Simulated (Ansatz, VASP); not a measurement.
Two plane-wave programs on SbP2

```xyz
6
Lattice="4.7741 0.0000 -0.0567 0.0000 4.1391 0.0000 -1.8537 0.0000 6.9610" Properties=species:S:1:pos:R:3 pbc="T T T"
Sb    2.9823    3.1044    4.4760
Sb   -0.0620    1.0348    2.4284
P     0.0860    1.0348    6.5565
P     1.6578    3.1044    2.1823
P     2.8344    3.1044    0.3478
P     1.2626    1.0348    4.7221
```

Change from the starting cell: the structure that the rattled AlB2 type (P6/mmm, No. 191) fell into.

Alike in both runs: functional PBE; k mesh 8 × 10 × 6; occupations gaussian, width 0.1 eV; no spin polarisation.

Ansatz relaxed the structure, and its values are those at the end. VASP's run is a single point on that final structure, the one shown.

```csv
,VASP,Ansatz
version,VASP 6.6.1,Ansatz 0.2.0
potentials or method,"VASP PAW PBE potentials, release 64 (Sb, P), cutoff 520 eV","scalar-relativistic, plane waves, PAW"
valence electrons in the cell,30,50
```

```tsv
	VASP	Ansatz	Ansatz less VASP
gap on the k mesh at the Fermi level (eV)	none	none	-
pressure (GPa)	-0.1	0.0	+0.10
rms of the force components (eV/Å)	0.023	0.002	-0.0208
```

A gap of «none» marks a metal or a gap that the smearing closes. VASP's potentials hold 30 valence electrons a cell and Ansatz's 50, so a difference there can come from the potentials and not from the codes.

Neither program's run includes spin-orbit coupling.
